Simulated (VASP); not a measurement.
# B in VASP: notebook

B is run at these levels: PBE; tasks: single point, relaxation of cell and atoms.

Program: VASP 6.6.1. These are calculated values, not measurements. Logs are shortened: lines on timing, memory, paths and dates and some standing lists are left out, and cuts for length are marked.

### Step 1. The cell of the first run

Symmetry: Pm-3m, No. 221, cubic system. Conventional cell: a = 1.885 Å, b = 1.885 Å, c = 1.885 Å, α = 90.00°, β = 90.00°, γ = 90.00°. Within 2.5 Å of B (site symmetry m-3m) lie 6 B at 1.89 Å.

### Step 2. Single point, PBE

Contents of INCAR:

```
PREC = Accurate ; ENCUT = 520
EDIFF = 1E-6 ; ISMEAR = 0
SIGMA = 0.1 ; LREAL = False
LASPH = True ; NELM = 100
ALGO = Normal ; ISIF = 2
LWAVE = False ; LCHARG = False
GGA = PE ; NBANDS = 8
```

Contents of KPOINTS:

```
Automatic mesh
0
Gamma
  28 28 28
```

Contents of POSCAR:

```
B
1.0
    1.8850111105      0.0000000000      0.0000000000
    0.0000000000      1.8850111105      0.0000000000
    0.0000000000      0.0000000000      1.8850111105
B
1
Direct
    0.5000000000      0.5000000000      0.5000000000
```

Potentials or basis: VASP PAW PBE potentials, release 64 (B).

Run with:

```
cat potpaw_PBE.64/B/POTCAR > POTCAR
mpirun -np 1 vasp_std > vasp.out
```

OUTCAR:

```text
PREC = Accurate
   ENCUT = 520
   EDIFF = 1E-6
   ISMEAR = 0
   LREAL = False
   LASPH = True
   NELM = 100
   ISIF = 2
   GGA = PE

 ion  position               nearest neighbor table
   1  0.500  0.500  0.500-

  LATTYP: Found a simple cubic cell.
 ALAT       =     1.8850111105

  Lattice vectors:

 A1 = (   1.8850111105,   0.0000000000,   0.0000000000)
 A2 = (   0.0000000000,   1.8850111105,   0.0000000000)
 A3 = (   0.0000000000,   0.0000000000,   1.8850111105)

Analysis of symmetry for initial positions (statically):
=====================================================================
 Subroutine PRICEL returns:
 Original cell was already a primitive cell.

 Routine SETGRP: Setting up the symmetry group for a
 simple cubic supercell.

 Subroutine GETGRP returns: Found 48 space group operations
 (whereof 48 operations were pure point group operations)
 out of a pool of 48 trial point group operations.

The static configuration has the point symmetry O_h .

Analysis of symmetry for dynamics (positions and initial velocities):
=====================================================================
 Subroutine PRICEL returns:
 Original cell was already a primitive cell.

 Routine SETGRP: Setting up the symmetry group for a
 simple cubic supercell.

 Subroutine GETGRP returns: Found 48 space group operations
 (whereof 48 operations were pure point group operations)
 out of a pool of 48 trial point group operations.

The dynamic configuration has the point symmetry O_h .

 Subroutine INISYM returns: Found 48 space group operations
 (whereof 48 operations are pure point group operations),
 and found     1 'primitive' translations

----------------------------------------------------------------------------------------

                                     Primitive cell

  volume of cell :       6.6979

  direct lattice vectors                    reciprocal lattice vectors
     1.885011111  0.000000000  0.000000000     0.530500852  0.000000000  0.000000000
     0.000000000  1.885011111  0.000000000     0.000000000  0.530500852  0.000000000
     0.000000000  0.000000000  1.885011111     0.000000000  0.000000000  0.530500852

  length of vectors
     1.885011111  1.885011111  1.885011111     0.530500852  0.530500852  0.530500852

  position of ions in fractional coordinates (direct lattice)
     0.500000000  0.500000000  0.500000000

  ion indices of the primitive-cell ions
   primitive index   ion index
                 1           1

----------------------------------------------------------------------------------------

 KPOINTS: Automatic mesh

Automatic generation of k-mesh.
 Grid dimensions read from file:
 generate k-points for:   28   28   28

 Generating k-lattice:

  Cartesian coordinates                     Fractional coordinates (reciprocal lattice)
     0.018946459  0.000000000  0.000000000     0.035714286  0.000000000  0.000000000
     0.000000000  0.018946459  0.000000000     0.000000000  0.035714286  0.000000000
     0.000000000  0.000000000  0.018946459     0.000000000  0.000000000  0.035714286

  Length of vectors
     0.018946459  0.018946459  0.018946459

  Shift w.r.t. Gamma in fractional coordinates (k-lattice)
     0.000000000  0.000000000  0.000000000

 Subroutine IBZKPT returns following result:
 ===========================================

 Found    680 irreducible k-points:

 Following reciprocal coordinates:
            Coordinates               Weight
  0.000000  0.000000  0.000000      1.000000
  0.035714  0.000000  0.000000      6.000000
  0.071429  0.000000  0.000000      6.000000
  0.107143  0.000000  0.000000      6.000000
  0.142857  0.000000  0.000000      6.000000
  0.178571  0.000000  0.000000      6.000000
[... 16 lines left out ...]
  0.285714  0.035714  0.000000     24.000000
  0.321429  0.035714  0.000000     24.000000
 [... further k-points ...]
   k-points           NKPTS =    680   k-points in BZ     NKDIM =    680   number of bands    NBANDS=      8
   number of dos      NEDOS =    301   number of ions     NIONS =      1
   total plane-waves  NPLWV =   2744
   dimension x,y,z NGX =    14 NGY =   14 NGZ =   14
   dimension x,y,z NGXF=    28 NGYF=   28 NGZF=   28
   ions per type =               1
   NGX,Y,Z   is equivalent  to a cutoff of  12.35, 12.35, 12.35 a.u.
   NGXF,Y,Z  is equivalent  to a cutoff of  24.69, 24.69, 24.69 a.u.
 SYSTEM =  unknown system
   PREC   = accura    normal or accurate (medium, high low for compatibility)
   ISTART =      0    job   : 0-new  1-cont  2-samecut
   ICHARG =      2    charge: 1-file 2-atom 10-const
   ISPIN  =      1    spin polarized calculation?
   LNONCOLLINEAR =      F non collinear calculations
   LSORBIT =      F    spin-orbit coupling
   LASPH  =      T    aspherical Exc in radial PAW
   ENCUT  =  520.0 eV  38.22 Ry    6.18 a.u.   3.50  3.50  3.50*2*pi/ulx,y,z
   NELM   =    100;   NELMIN=  2; NELMDL= -5     # of ELM steps
   EDIFF  = 0.1E-05   stopping-criterion for ELM
   LREAL  =      F    real-space projection
   EDIFFG = 0.1E-04   stopping-criterion for IOM
   NSW    =      0    number of steps for IOM
   IBRION =     -1    ionic relax: 0-MD 1-quasi-New 2-CG
   NFREE  =      0    steps in history (QN), initial steepest desc. (CG)
   ISIF   =      2    stress and relaxation
   ISYM   =      2    0-nonsym 1-usesym 2-fastsym
   POTIM  = 0.5000    time-step for ionic-motion
   TEBEG  =    0.0;   TEEND  =   0.0 temperature during run
   PSTRESS=    0.0 pullay stress
   NELECT =       3.0000    total number of electrons
   NUPDOWN=      -1.0000    fix difference up-down
   EMIN   =  10.00;   EMAX   =-10.00  energy-range for DOS
   EFERMI =   0.00;   METHOD = LEGACY
   ISMEAR =     0;   SIGMA  =   0.10  broadening in eV -4-tet -1-fermi 0-gaus
   EFERMI_NEDOS =   21; number of points for ismear=-14 and -15
   IALGO  =     38    algorithm
   IMIX   =      4    mixing-type and parameters
     AMIX     =   0.40;   BMIX     =  1.00
     AMIX_MAG =   1.60;   BMIX_MAG =  1.00
  volume/ion in A,a.u.               =       6.70        45.20
  Fermi-wavevector in a.u.,A,eV,Ry     =   1.252568  2.367010 21.346544  1.568927
  Thomas-Fermi vector in A             =   2.386462
   LORBIT       =      0    0 simple, 1 ext, 2 COOP (PROOUT), +10 PAW based schemes
   GGA     = PE    functional components
   LHFCALC =     F    Hartree Fock is set to
   AEXX    =    0.0000 exact exchange contribution
   IVDW    =     0    specifies the selected vdW correction
   LEPSILON=     F    determine dielectric tensor
   LRPA    =     F    only Hartree local field effects (RPA)
 non-spin polarized calculation
 Gauss-broadening in eV      SIGMA  =   0.10
  energy-cutoff  :      520.00
  volume of cell :        6.70
 maximum number of plane-waves:       192
   NGX =  7   NGY =  7   NGZ =  7

 number of electron       3.0000000 magnetization

 Free energy of the ion-electron system (eV)
  ---------------------------------------------------
  ext. energy  EPLUGINS =         0.00000000
  ---------------------------------------------------
  free energy    TOTEN  =        -5.60869879 eV

  energy without entropy =       -5.60675347  energy(sigma->0) =       -5.60772613

 E-fermi :   7.0389     XC(G=0): -12.3816

 val. band max:        7.0187799548   @ k =   0.4286   0.4286   0.2143
 cond. band min:       7.0411236471   @ k =   0.4643   0.4643   0.2857
 fundamental gap:      0.0223436923
 Fermi energy:         7.0388555161

 k-point     1 :       0.0000    0.0000    0.0000
  band No.  band energies     occupation
      1      -8.7562      2.00000
      2      20.6396      0.00000
      3      20.6396      0.00000
      4      20.6396      0.00000
      5      31.0724      0.00000
      6      31.0724      0.00000
      7      40.1476      0.00000
      8      60.3591      0.00000

 k-point     2 :       0.0357    0.0000    0.0000
  band No.  band energies     occupation
      1      -8.7128      2.00000
      2      20.1592      0.00000
      3      20.6760      0.00000
      4      20.6760      0.00000
      5      31.1231      0.00000
      6      31.6020      0.00000
      7      40.1224      0.00000
      8      60.0034      0.00000

 k-point     3 :       0.0714    0.0000    0.0000
  band No.  band energies     occupation
      1      -8.5826      2.00000
      2      18.9404      0.00000
      3      20.7847      0.00000
      4      20.7847      0.00000
      5      31.2750      0.00000
      6      32.9590      0.00000
      7      40.0541      0.00000
      8      59.0005      0.00000

 k-point     4 :       0.1071    0.0000    0.0000
  band No.  band energies     occupation
      1      -8.3658      2.00000
      2      17.3416      0.00000
      3      20.9634      0.00000
      4      20.9634      0.00000
      5      31.5274      0.00000
      6      34.7475      0.00000
      7      39.9740      0.00000
      8      57.5265      0.00000

 k-point     5 :       0.1429    0.0000    0.0000
  band No.  band energies     occupation
      1      -8.0626      2.00000
      2      15.5864      0.00000
      3      21.2085      0.00000
      4      21.2085      0.00000
      5      31.8792      0.00000
      6      36.6193      0.00000
      7      39.9943      0.00000
      8      55.7917      0.00000

 k-point     6 :       0.1786    0.0000    0.0000
  band No.  band energies     occupation
      1      -7.6732      2.00000
      2      13.7864      0.00000
      3      21.5143      0.00000
      4      21.5143      0.00000
      5      32.3287      0.00000
      6      37.9920      0.00000
      7      40.5657      0.00000
      8      53.9585      0.00000

 k-point     7 :       0.2143    0.0000    0.0000
  band No.  band energies     occupation
      1      -7.1980      2.00000
      2      11.9966      0.00000
      3      21.8730      0.00000
      4      21.8730      0.00000
      5      32.8727      0.00000
      6      38.3329      0.00000
      7      42.1317      0.00000
      8      52.1316      0.00000

 k-point     8 :       0.2500    0.0000    0.0000
  band No.  band energies     occupation
      1      -6.6378      2.00000
      2      10.2469      0.00000
      3      22.2739      0.00000
      4      22.2739      0.00000
      5      33.5077      0.00000
      6      38.2135      0.00000
      7      44.0402      0.00000
      8      50.3770      0.00000

 k-point     9 :       0.2857    0.0000    0.0000
  band No.  band energies     occupation
      1      -5.9935      2.00000
      2       8.5546      0.00000
      3      22.7024      0.00000
      4      22.7024      0.00000
      5      34.2263      0.00000
      6      37.9806      0.00000
      7      45.8652      0.00000
      8      48.7415      0.00000

 k-point    10 :       0.3214    0.0000    0.0000
  band No.  band energies     occupation
      1      -5.2669      2.00000
      2       6.9310      1.87293
      3      23.1398      0.00000
      4      23.1398      0.00000
      5      35.0168      0.00000
      6      37.7260      0.00000
      7      47.2626      0.00000
      8      47.2626      0.00000
[... 78 lines left out ...]
 k-point    18 :       0.1071    0.0357    0.0000
  band No.  band energies     occupation
      1      -8.3224      2.00000
      2      17.3324      0.00000
      3      20.5736      0.00000
      4      20.9996      0.00000
      5      31.9213      0.00000
      6      34.8929      0.00000
      7      39.9182      0.00000
      8      57.1735      0.00000

 k-point    19 :       0.1429    0.0357    0.0000
  band No.  band energies     occupation
      1      -8.0192      2.00000
      2      15.5914      0.00000
      3      20.8200      0.00000
      4      21.2444      0.00000
      5      32.2721      0.00000
      6      36.7490      0.00000
      7      39.9166      0.00000
      8      55.4179      0.00000

 k-point    20 :       0.1786    0.0357    0.0000
  band No.  band energies     occupation
      1      -7.6297      2.00000
      2      13.8006      0.00000
      3      21.1310      0.00000
      4      21.5500      0.00000
      5      32.7163      0.00000
      6      38.0565      0.00000
      7      40.5110      0.00000
      8      53.5787      0.00000

 k-point    21 :       0.2143    0.0357    0.0000
  band No.  band energies     occupation
      1      -7.1546      2.00000
      2      12.0172      0.00000
      3      21.4976      0.00000
      4      21.9083      0.00000
      5      33.2522      0.00000
      6      38.2907      0.00000
      7      42.1311      0.00000
      8      51.7582      0.00000

 k-point    22 :       0.2500    0.0357    0.0000
  band No.  band energies     occupation
      1      -6.5944      2.00000
      2      10.2721      0.00000
      3      21.9088      0.00000
      4      22.3088      0.00000
      5      33.8760      0.00000
      6      38.0973      0.00000
      7      44.0443      0.00000
      8      50.0220      0.00000

 k-point    23 :       0.2857    0.0357    0.0000
  band No.  band energies     occupation
      1      -5.9501      2.00000
      2       8.5832      0.00000
      3      22.3503      0.00000
      4      22.7368      0.00000
      5      34.5810      0.00000
      6      37.7962      0.00000
      7      45.8277      0.00000
      8      48.4327      0.00000

 k-point    24 :       0.3214    0.0357    0.0000
  band No.  band energies     occupation
      1      -5.2235      2.00000
      2       6.9623      1.72095
      3      22.8031      0.00000
      4      23.1736      0.00000
      5      35.3557      0.00000
      6      37.4688      0.00000
      7      46.6900      0.00000
      8      47.3065      0.00000

 [... further k-points ...]

------------------------ aborting loop because EDIFF is reached ----------------------------------------

  FORCE on cell =-STRESS in cart. coord.  units (eV):
  Direction    XX          YY          ZZ          XY          YZ          ZX
  --------------------------------------------------------------------------------------
  -------------------------------------------------------------------------------------
  Total        0.0022341      0.0022341      0.0022341     -0.0000000     -0.0000000      0.0000000
  in kB        0.5343974      0.5343974      0.5343974     -0.0000000     -0.0000000      0.0000000
  external PRESSURE =       0.5343974 kB  Pullay stress =       0.0000000 kB

 VOLUME and BASIS-vectors are now :
 -----------------------------------------------------------------------------
  energy-cutoff  :      520.00
  volume of cell :        6.70
      direct lattice vectors                 reciprocal lattice vectors
     1.885011111  0.000000000  0.000000000     0.530500852  0.000000000  0.000000000
     0.000000000  1.885011111  0.000000000     0.000000000  0.530500852  0.000000000
     0.000000000  0.000000000  1.885011111     0.000000000  0.000000000  0.530500852

 POSITION                                       TOTAL-FORCE (eV/Angst)
 -----------------------------------------------------------------------------------
      0.94251      0.94251      0.94251         0.000000      0.000000      0.000000
 -----------------------------------------------------------------------------------
    total drift:                                0.000000      0.000000     -0.000000

  FREE ENERGIE OF THE ION-ELECTRON SYSTEM (eV)
  ---------------------------------------------------
  free  energy   TOTEN  =        -5.6086987874 eV

  energy  without entropy=       -5.6067534663  energy(sigma->0) =       -5.60772613
```

Wall time 7.4 s (1 thread of Intel Xeon Platinum 8375C at 2.90GHz (Ice Lake), shared host); peak memory 0.13 GiB.

What came out:

```
Free energy : -5.6087 eV
Pressure    : 0.1 GPa
```

Levels at points of the mesh, in eV from the Fermi level:
```
           k point  band 1  band 2  band 3  band 4  band 5  band 6  band 7
(0.00, 0.00, 0.00)  -15.80   13.60   13.60   13.60   24.03   24.03   33.11
(0.50, 0.00, 0.00)   -8.25   -6.23   17.47   17.47   29.96   31.33   36.44
(0.50, 0.50, 0.00)   -1.96   -1.96    4.28    8.15   20.63   40.31   40.31
(0.50, 0.50, 0.50)    3.40    3.40    3.40   16.57   16.57   16.57   17.81
```

(Part 1 of 2 ends here.)
